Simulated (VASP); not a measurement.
Here is a VASP 6.6.1 calculation.

INCAR

```
PREC = Accurate ; ENCUT = 750
EDIFF = 1E-6 ; ISMEAR = -1
SIGMA = 0.03 ; LREAL = False
LASPH = True ; NELM = 120
ALGO = Normal ; ISIF = 2
LWAVE = False ; LCHARG = False
GGA = CA ; NBANDS = 12
GGA_COMPAT = False
```

File KPOINTS:

```
regular mesh
0
Gamma
  10 10 10
```

Contents of POSCAR:

```
LiF
1.0
    0.0000000000      2.0140000000      2.0542800000
    2.0140000000      0.0000000000      2.0542800000
    2.0140000000      2.0140000000      0.0000000000
Li F
1 1
Direct
    0.0000000000      0.0000000000      0.0000000000
    0.5000000000      0.5000000000      0.5000000000
```

Potentials or basis: VASP PAW LDA potentials, release 64 (Li_sv, F).

Launch:

```console
$ cat potpaw_LDA.64/Li_sv/POTCAR potpaw_LDA.64/F/POTCAR > POTCAR
$ mpirun -np 1 vasp_std > vasp.out
```

Question: Estimate the band gap on the k mesh.

Answer: 8.62 eV.

Question: Estimate the pressure.

Answer: -8.0 GPa.

Stress tensor (GPa, compression positive):
```
-7.65  0.00  0.00
 0.00 -7.65  0.00
 0.00  0.00 -8.62
```

Caveat: the cell differs from its parent crystal (zz strain of +2 %); the cell stands under tension. A k mesh can miss the band edges.
